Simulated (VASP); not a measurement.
# Cu in VASP: a series of runs, part 2 of 2

VASP 6.6.1. Earlier steps stand in the parts before.

### Step 4. Single point, PBEsol, collinear spin, ferromagnetic start

This run uses another cell than the first one, of 189.81 Å³/atom, 1.006 times its volume.

Contents of INCAR:

```
PREC = Accurate
ENCUT = 520
EDIFF = 1E-7
ISMEAR = 0
SIGMA = 0.05
LREAL = False
LASPH = True
NELM = 150
ALGO = Normal
ISIF = 2
LWAVE = False
LCHARG = False
ISPIN = 2
MAGMOM = 0.5 0.5
LORBIT = 11
LMAXMIX = 4
GGA = PS
NBANDS = 22
```

Contents of KPOINTS:

```
Automatic mesh
0
Gamma
  1 1 14
```

Contents of POSCAR:

```
Cu
1.0
    9.0000000000      0.0000000000      0.0000000000
    0.0000000000      9.3000000000      0.0000000000
    0.0000000000      0.0000000000      4.5354322170
Cu
2
Direct
    0.5000000000      0.5000000000      0.0000000000
    0.5000000000      0.5000000000      0.4650000000
```

Potentials or basis: VASP PAW PBE potentials, release 64 (Cu).

Started as:

```console
cat potpaw_PBE.64/Cu/POTCAR > POTCAR
mpirun -np 1 vasp_std > vasp.out
```

OUTCAR:

```text
PREC = Accurate
   ENCUT = 520
   EDIFF = 1E-7
   ISMEAR = 0
   LREAL = False
   LASPH = True
   NELM = 150
   ISIF = 2
   ISPIN = 2
   LORBIT = 11
   GGA = PS

 ion  position               nearest neighbor table
   1  0.500  0.500  0.000-   2 2.11   2 2.43
   2  0.500  0.500  0.465-   1 2.11   1 2.43

  LATTYP: Found a simple orthorhombic cell.
 ALAT       =     4.5354322170
 B/A-ratio  =     1.9843753736
 C/A-ratio  =     2.0505212194

  Lattice vectors:

 A1 = (   0.0000000000,   0.0000000000,   4.5354322170)
 A2 = (   9.0000000000,   0.0000000000,   0.0000000000)
 A3 = (   0.0000000000,   9.3000000000,   0.0000000000)

Analysis of symmetry for initial positions (statically):
=====================================================================
 Subroutine PRICEL returns:
 Original cell was already a primitive cell.

 Routine SETGRP: Setting up the symmetry group for a
 simple orthorhombic supercell.

 Subroutine GETGRP returns: Found  8 space group operations
 (whereof  4 operations were pure point group operations)
 out of a pool of  8 trial point group operations.

The static configuration has the point symmetry C_2v.
 The point group associated with its full space group is D_2h.

Analysis of symmetry for dynamics (positions and initial velocities):
=====================================================================
 Subroutine PRICEL returns:
 Original cell was already a primitive cell.

 Routine SETGRP: Setting up the symmetry group for a
 simple orthorhombic supercell.

 Subroutine GETGRP returns: Found  8 space group operations
 (whereof  4 operations were pure point group operations)
 out of a pool of  8 trial point group operations.

The dynamic configuration has the point symmetry C_2v.
 The point group associated with its full space group is D_2h.

Analysis of structural, dynamic, and magnetic symmetry:
=====================================================================
 Subroutine PRICEL returns:
 Original cell was already a primitive cell.

 Routine SETGRP: Setting up the symmetry group for a
 simple orthorhombic supercell.

 Subroutine GETGRP returns: Found  8 space group operations
 (whereof  4 operations were pure point group operations)
 out of a pool of  8 trial point group operations.

The overall configuration has the point symmetry C_2v.
 The point group associated with its full space group is D_2h.

 Subroutine INISYM returns: Found  8 space group operations
 (whereof  4 operations are pure point group operations),
 and found     1 'primitive' translations

----------------------------------------------------------------------------------------

                                     Primitive cell

  volume of cell :     379.6157

  direct lattice vectors                    reciprocal lattice vectors
     9.000000000  0.000000000  0.000000000     0.111111111  0.000000000  0.000000000
     0.000000000  9.300000000  0.000000000     0.000000000  0.107526882  0.000000000
     0.000000000  0.000000000  4.535432217     0.000000000  0.000000000  0.220486153

  length of vectors
     9.000000000  9.300000000  4.535432217     0.111111111  0.107526882  0.220486153

  position of ions in fractional coordinates (direct lattice)
     0.500000000  0.500000000  0.000000000
     0.500000000  0.500000000  0.465000000

  ion indices of the primitive-cell ions
   primitive index   ion index
                 1           1
[... 52 lines left out ...]
   LSORBIT =      F    spin-orbit coupling
   LASPH  =      T    aspherical Exc in radial PAW
   ENCUT  =  520.0 eV  38.22 Ry    6.18 a.u.  16.73 17.29  8.43*2*pi/ulx,y,z
   NELM   =    150;   NELMIN=  2; NELMDL= -5     # of ELM steps
   EDIFF  = 0.1E-06   stopping-criterion for ELM
   LREAL  =      F    real-space projection
   EDIFFG = 0.1E-05   stopping-criterion for IOM
   NSW    =      0    number of steps for IOM
   IBRION =     -1    ionic relax: 0-MD 1-quasi-New 2-CG
   NFREE  =      0    steps in history (QN), initial steepest desc. (CG)
   ISIF   =      2    stress and relaxation
   ISYM   =      2    0-nonsym 1-usesym 2-fastsym
   POTIM  = 0.5000    time-step for ionic-motion
   TEBEG  =    0.0;   TEEND  =   0.0 temperature during run
   PSTRESS=    0.0 pullay stress
   NELECT =      22.0000    total number of electrons
   NUPDOWN=      -1.0000    fix difference up-down
   EMIN   =  10.00;   EMAX   =-10.00  energy-range for DOS
   EFERMI =   0.00;   METHOD = LEGACY
   ISMEAR =     0;   SIGMA  =   0.05  broadening in eV -4-tet -1-fermi 0-gaus
   EFERMI_NEDOS =   21; number of points for ismear=-14 and -15
   IALGO  =     38    algorithm
   IMIX   =      4    mixing-type and parameters
     AMIX     =   0.40;   BMIX     =  1.00
     AMIX_MAG =   1.60;   BMIX_MAG =  1.00
  volume/ion in A,a.u.               =     189.81      1280.89
  Fermi-wavevector in a.u.,A,eV,Ry     =   0.633531  1.197199  5.460850  0.401361
  Thomas-Fermi vector in A             =   1.697218
   LORBIT       =     11    0 simple, 1 ext, 2 COOP (PROOUT), +10 PAW based schemes
   GGA     = PS    functional components
   LHFCALC =     F    Hartree Fock is set to
   AEXX    =    0.0000 exact exchange contribution
   IVDW    =     0    specifies the selected vdW correction
   LEPSILON=     F    determine dielectric tensor
   LRPA    =     F    only Hartree local field effects (RPA)
 spin polarized calculation
 Gauss-broadening in eV      SIGMA  =   0.05
  energy-cutoff  :      520.00
  volume of cell :      379.62
 maximum number of plane-waves:     10257
 NGX is ok and might be reduce to    70

 number of electron      22.0000010 magnetization       0.1229023

 number of electron      22.0000010 magnetization      -0.1333816

 Free energy of the ion-electron system (eV)
  ---------------------------------------------------
  ext. energy  EPLUGINS =         0.00000000
  ---------------------------------------------------
  free energy    TOTEN  =        -3.74826370 eV

  energy without entropy =       -3.74253383  energy(sigma->0) =       -3.74539877

 E-fermi :  -4.5060     XC(G=0):  -2.1060

 val. band max:       -4.5386891230   @ k =   0.0000   0.0000   0.0714
 cond. band min:      -4.5040332593   @ k =   0.0000   0.0000   0.0000
 fundamental gap:      0.0346558637
 Fermi energy:        -4.5060255398

 spin component 1

 k-point     1 :       0.0000    0.0000    0.0000
  band No.  band energies     occupation
      1      -7.9890      1.00000
      2      -6.3653      1.00000
      3      -6.3653      1.00000
      4      -5.6549      1.00000
      5      -5.4194      1.00000
      6      -5.4191      1.00000
[... 189 lines left out ...]
     21       4.3434      0.00000
     22       4.3803      0.00000
 Fermi energy:        -4.5060255398

 spin component 2

 k-point     1 :       0.0000    0.0000    0.0000
  band No.  band energies     occupation
      1      -8.0110      1.00000
      2      -6.4575      1.00000
      3      -6.4575      1.00000
      4      -5.6781      1.00000
      5      -5.4641      1.00000
      6      -5.4638      1.00000
[... 189 lines left out ...]
     21       4.3593      0.00000
     22       4.4248      0.00000

------------------------ aborting loop because EDIFF is reached ----------------------------------------

  FORCE on cell =-STRESS in cart. coord.  units (eV):
  Direction    XX          YY          ZZ          XY          YZ          ZX
  --------------------------------------------------------------------------------------
  -------------------------------------------------------------------------------------
  Total       -0.0372059     -0.0335099      1.2067424      0.0000000      0.0000000      0.0000000
  in kB       -0.1570283     -0.1414293      5.0930862      0.0000000      0.0000000      0.0000000
  external PRESSURE =       1.5982095 kB  Pullay stress =       0.0000000 kB

 VOLUME and BASIS-vectors are now :
 -----------------------------------------------------------------------------
  energy-cutoff  :      520.00
  volume of cell :      379.62
      direct lattice vectors                 reciprocal lattice vectors
     9.000000000  0.000000000  0.000000000     0.111111111  0.000000000  0.000000000
     0.000000000  9.300000000  0.000000000     0.000000000  0.107526882  0.000000000
     0.000000000  0.000000000  4.535432217     0.000000000  0.000000000  0.220486153

 POSITION                                       TOTAL-FORCE (eV/Angst)
 -----------------------------------------------------------------------------------
      4.50000      4.65000      0.00000         0.000000      0.000000     -1.840711
      4.50000      4.65000      2.10898         0.000000      0.000000      1.840711
 -----------------------------------------------------------------------------------
    total drift:                                0.000000      0.000000      0.000069

  FREE ENERGIE OF THE ION-ELECTRON SYSTEM (eV)
  ---------------------------------------------------
  free  energy   TOTEN  =        -3.7482636998 eV

  energy  without entropy=       -3.7425338310  energy(sigma->0) =       -3.74539877

 total charge

# of ion       s       p       d       tot
------------------------------------------
    1        0.498   0.105   9.307   9.910
    2        0.498   0.105   9.307   9.910
--------------------------------------------------
tot          0.997   0.209  18.613  19.819

 magnetization (x)

# of ion       s       p       d       tot
------------------------------------------
    1       -0.001   0.001  -0.068  -0.068
    2       -0.001   0.001  -0.068  -0.068
--------------------------------------------------
tot         -0.002   0.001  -0.135  -0.136
```

OSZICAR:

```text
N       E                     dE             d eps       ncg     rms          rms(c)
DAV:   1     0.136286155369E+03    0.13629E+03   -0.62495E+03   704   0.698E+02
[... 18 lines left out ...]
DAV:  20    -0.374824912027E+01   -0.14979E-04   -0.27897E-06   748   0.198E-02    0.260E-03
DAV:  21    -0.374825386228E+01   -0.47420E-05   -0.55309E-07   694   0.665E-03    0.337E-03
DAV:  22    -0.374825919133E+01   -0.53290E-05   -0.43486E-07   708   0.566E-03    0.281E-03
DAV:  23    -0.374826247294E+01   -0.32816E-05   -0.65058E-07   738   0.101E-02    0.378E-03
DAV:  24    -0.374826305522E+01   -0.58228E-06   -0.10674E-07   696   0.335E-03    0.209E-03
DAV:  25    -0.374826366892E+01   -0.61370E-06   -0.29818E-07   710   0.540E-03    0.107E-03
DAV:  26    -0.374826369977E+01   -0.30848E-07   -0.14263E-08   678   0.990E-04
   1 F= -.37482637E+01 E0= -.37453988E+01  d E =-.572987E-02  mag=    -0.1335
```

stdout:

```text
POSCAR found type information on POSCAR Cu
 POSCAR found :  1 types and       2 ions
 scaLAPACK will be used
 -----------------------------------------------------------------------------
|                                                                             |
|                                                                             |
|     You enforced a specific xc type in the INCAR file but a different       |
|     I HOPE YOU KNOW WHAT YOU ARE DOING!                                     |
|                                                                             |
 -----------------------------------------------------------------------------

 LDA part: xc-table for (Slater+PW92), standard interpolation
 POSCAR, INCAR and KPOINTS ok, starting setup
 FFT: planning ... GRIDC
 FFT: planning ... GRID_SOFT
 FFT: planning ... GRID
 WAVECAR not read
 entering main loop
```

Wall time 5 min (1 thread of Intel Xeon 6975P-C, shared host); peak memory 0.59 GiB.

Results:

```yaml
Free_energy: -3.7483 eV
Largest_force: 1.841 eV/Å
Net_moment: -0.13 μB per cell
Site_moments: Cu -0.07 μB
Valence_electrons_inside_the_program's_atomic_spheres: Cu 9.91
```

Forces on the atoms (eV/Å):
```
Cu   0.000  0.000 -1.841
Cu   0.000  0.000  1.841
```

Levels at points of the mesh, in eV from the Fermi level:
Spin up:
```tsv
k point	band 7	band 8	band 9	band 10	band 11	band 12	band 13	band 14	band 15	band 16
(0.00, 0.00, 0.00)	-0.48	-0.48	-0.08	0.00	0.00	2.99	3.00	4.20	4.84	5.88
(0.00, 0.00, 0.50)	-0.77	-0.77	-0.62	-0.62	-0.30	-0.04	5.06	5.08	5.41	5.43
```
Spin down:
| k point | band 7 | band 8 | band 9 | band 10 | band 11 | band 12 | band 13 | band 14 | band 15 | band 16 |
| --- | --- | --- | --- | --- | --- | --- | --- | --- | --- | --- |
| (0.00, 0.00, 0.00) | -0.53 | -0.53 | -0.12 | -0.11 | -0.11 | 2.99 | 3.00 | 4.20 | 4.84 | 5.89 |
| (0.00, 0.00, 0.50) | -0.82 | -0.82 | -0.67 | -0.67 | -0.31 | -0.05 | 5.06 | 5.07 | 5.40 | 5.42 |

Caveat: the PAW data sets were made with another functional, which shifts forces and pressure a little.

### Step 5. Single point, PBEsol, collinear spin, ferromagnetic start

This run uses another cell than the first one: it holds 4 atoms, not 2.

Contents of INCAR:

```
SYSTEM = Cu
PREC = Accurate ; ENCUT = 520
EDIFF = 1E-6 ; ISMEAR = 0
SIGMA = 0.05 ; LREAL = .False.
LASPH = .True. ; NELM = 150
ALGO = Normal ; ISIF = 2
LWAVE = .False. ; LCHARG = .False.
ISPIN = 2 ; MAGMOM = 0.5 0.5 0.5 0.5
LORBIT = 11 ; LMAXMIX = 4
GGA = PS ; NBANDS = 34
```

Contents of KPOINTS:

```
regular mesh
0
Gamma
  1 1 14
  0 0 0
```

Contents of POSCAR:

```
Cu
1.0
   11.4000000000      0.0000000000      0.0000000000
    0.0000000000      9.3000000000      0.0000000000
    0.0000000000      0.0000000000      4.5354322177
Cu
4
Direct
    0.3955657055      0.5000000000      0.0000000000
    0.3955657055      0.5000000000      0.5000000000
    0.6044342945      0.5000000000      0.0000000000
    0.6044342945      0.5000000000      0.5000000000
```

Started as:

```console
cat potpaw_PBE.64/Cu/POTCAR > POTCAR
mpirun -np 1 vasp_std > vasp.out
```

Wall time 3.8 min (1 thread of Intel Xeon 6975P-C (Granite Rapids), shared host); peak memory 0.75 GiB.

Results (log left out):

```
Free energy                                           : -9.9180 eV
Largest force                                         : 0.669 eV/Å
Band gap on the k mesh                                : 0.10 eV
Net moment                                            : 0.00 μB per cell
Valence electrons inside the program's atomic spheres : Cu 9.93
```

Forces in eV/Å, atoms in the order of the input:
```
Cu   0.669  0.000  0.000
Cu   0.669  0.000  0.000
Cu  -0.669  0.000  0.000
Cu  -0.669  0.000  0.000
```

Levels at points of the mesh, in eV from the valence-band top:
Spin up:
| k point | band 20 | band 21 | band 22 | band 23 | band 24 | band 25 |
| --- | --- | --- | --- | --- | --- | --- |
| (0.00, 0.00, 0.00) | -0.55 | -0.47 | -0.30 | 1.79 | 2.07 | 2.68 |
| (0.00, 0.00, 0.50) | -1.05 | -1.00 | -1.00 | 0.98 | 0.98 | 4.09 |
Spin down:
| k point | band 18 | band 19 | band 20 | band 21 | band 22 | band 23 | band 24 | band 25 | band 26 | band 27 |
| --- | --- | --- | --- | --- | --- | --- | --- | --- | --- | --- |
| (0.00, 0.00, 0.00) | -0.60 | -0.56 | -0.55 | -0.47 | -0.30 | 1.79 | 2.07 | 2.68 | 4.02 | 4.66 |
| (0.00, 0.00, 0.50) | -1.22 | -1.05 | -1.05 | -1.00 | -1.00 | 0.98 | 0.98 | 4.09 | 4.09 | 4.44 |

Caveat: the PAW data sets were made with another functional, which shifts forces and pressure a little.

### Step 6. Summary

| cell | k mesh | gap on the mesh (eV) | moment (μB) | largest force (eV/Å) |
| --- | --- | --- | --- | --- |
| a = 9.000, b = 9.300, c = 4.507 Å, 2 atoms | 1 × 1 × 14 | none | 0.14 | - |
| a = 9.000, b = 9.300, c = 4.507 Å, 2 atoms | 1 × 1 × 14, shifted | none | 0.18 | - |
| a = 9.000, b = 9.300, c = 4.535 Å, 2 atoms | 1 × 1 × 14 | none | 0.13 | 1.84 |
| a = 11.400, b = 9.300, c = 4.535 Å, 4 atoms | 1 × 1 × 14 | 0.10 | 0.00 | 0.67 |

Alike in all rows: task single point; level PBEsol; potentials or basis VASP PAW PBE potentials, release 64 (Cu); spin collinear, ferromagnetic start; cutoff (eV) 520; smearing gaussian 0.05 eV.

Caveats: the PAW data sets were made with another functional, which shifts forces and pressure a little.

Total energies depend on the potentials used, so only differences within one code and one set of settings carry meaning.
